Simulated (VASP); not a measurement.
Here is a VASP 6.6.1 calculation.

Contents of INCAR:

```
SYSTEM = C18Se
ALGO = Normal ; EDIFF = 1E-7
ENCUT = 520 ; GGA = PE
ISIF = 2 ; ISMEAR = -1
LASPH = .True. ; LCHARG = .False.
LREAL = Auto ; LWAVE = .False.
NBANDS = 54 ; NELM = 60
PREC = Accurate ; SIGMA = 0.05
```

File KPOINTS:

```
k-points
0
Gamma
  2 2 1
  0 0 0
```

Contents of POSCAR:

```
C18Se
1.0
    7.3980000000      0.0000000000      0.0000000000
   -3.6990000000      6.4068560000      0.0000000000
    0.0000000000      0.0000000000     12.0000000000
C Se
18 1
Direct
    0.0031854408      0.0065790459      0.0774541667
    0.2259802258      0.1176008950      0.0752120000
    0.0040022489      0.3386392639      0.0791774167
    0.2241941469      0.4490130573      0.0791755833
    0.0021899911      0.6700450268      0.0752135000
    0.2249837620      0.7810799868      0.0774891667
    0.3377251099      0.0065689006      0.0774612500
    0.5557108741      0.1171051761      0.0841504167
    0.3362687909      0.3381728885      0.0788347500
    0.5591870889      0.4490186762      0.0791852500
    0.3324272377      0.6705497985      0.0841996667
    0.5567692697      0.7791946627      0.1037973333
    0.6713946349      0.0084629653      0.1037966667
    0.8957386227      0.1170825441      0.0841837500
    0.6690083208      0.3386522188      0.0791288333
    0.8919261431      0.4494767793      0.0788601667
    0.6724824188      0.6705633777      0.0842274167
    0.8904461118      0.7810809233      0.0774697500
    0.6140566257      0.8938285799      0.2709823333
```

Potentials or basis: VASP PAW PBE potentials, release 64 (C, Se).

The run is started by

```sh
$ cat potpaw_PBE.64/C/POTCAR potpaw_PBE.64/Se/POTCAR > POTCAR
$ mpirun -np 1 vasp_std > vasp.out
```

**Question.** What does it give for the band gap on the k mesh?

**Answer.** 0.27 eV, direct.

**Question.** What does it give for the largest force?

**Answer.** 0.029 eV/Å.

Forces in eV/Å, atoms in the order of the input:
```
C    0.012 -0.010 -0.002
C   -0.004  0.003 -0.009
C    0.000 -0.001  0.002
C    0.004 -0.001 -0.002
C    0.006  0.003 -0.006
C   -0.001  0.002 -0.004
C    0.006 -0.005 -0.003
C   -0.004 -0.008 -0.003
C    0.002  0.004  0.009
C   -0.001  0.002 -0.002
C    0.000  0.008 -0.007
C   -0.006 -0.013  0.004
C   -0.001  0.012 -0.003
C   -0.011  0.002 -0.003
C    0.007 -0.001  0.008
C   -0.004 -0.001  0.001
C   -0.010  0.003 -0.008
C    0.006 -0.001 -0.001
Se  -0.002  0.001  0.029
```

Caveat: the k points lie up to 0.49 Å⁻¹ apart.
